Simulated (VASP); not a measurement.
AlRu (rocksalt type):

```
Ru Al
1.0
     0.00000    2.53593    2.53593
     2.53593    0.00000    2.53593
     2.53593    2.53593    0.00000
Ru Al
1 1
Direct
  0.00000 0.00000 0.00000
  0.50000 0.50000 0.50000
```

```yaml
Program: VASP 6.6.1
Task: relaxation of cell and atoms
Functional: PBE
Potentials_or_basis: VASP PAW PBE potentials, release 64 (Ru_pv, Al)
Cutoff: 600 eV
k_mesh: 14 × 14 × 14
Occupations: fermi-dirac, width 0.1 eV
Spin: no spin polarisation
```

At the start: pressure -6.6 GPa; volume 16.31 Å³/atom.

Problem. How do energy, volume and symmetry change on relaxing?

Solution. Over 6 steps the energy falls by 17.6 meV/atom and the volume is 15.49 Å³/atom (-5.0 %); space group Fm-3m (No. 225, to 0.05 Å).

Step by step:
| step | energy change (eV) | largest force (eV/Å) | pressure (GPa) | volume (Å³) |
| --- | --- | --- | --- | --- |
| 1 | 0.0000 | 0.0000 | -6.58 | 32.62 |
| 2 | -0.0035 | 0.0000 | 7.45 | 29.56 |
| 3 | -0.0352 | 0.0000 | -0.05 | 30.99 |
| 4 | -0.0352 | 0.0000 | 0.11 | 30.96 |
| 5 | -0.0352 | 0.0000 | -0.13 | 31.00 |
| 6 | -0.0352 | 0.0000 | 0.01 | 30.98 |

Final structure:
```
Ru Al
1.0
     0.00000    2.49280    2.49280
     2.49280    0.00000    2.49280
     2.49280    2.49280    0.00000
Ru Al
1 1
Direct
  0.00000 0.00000 0.00000
  0.50000 0.50000 0.50000
```
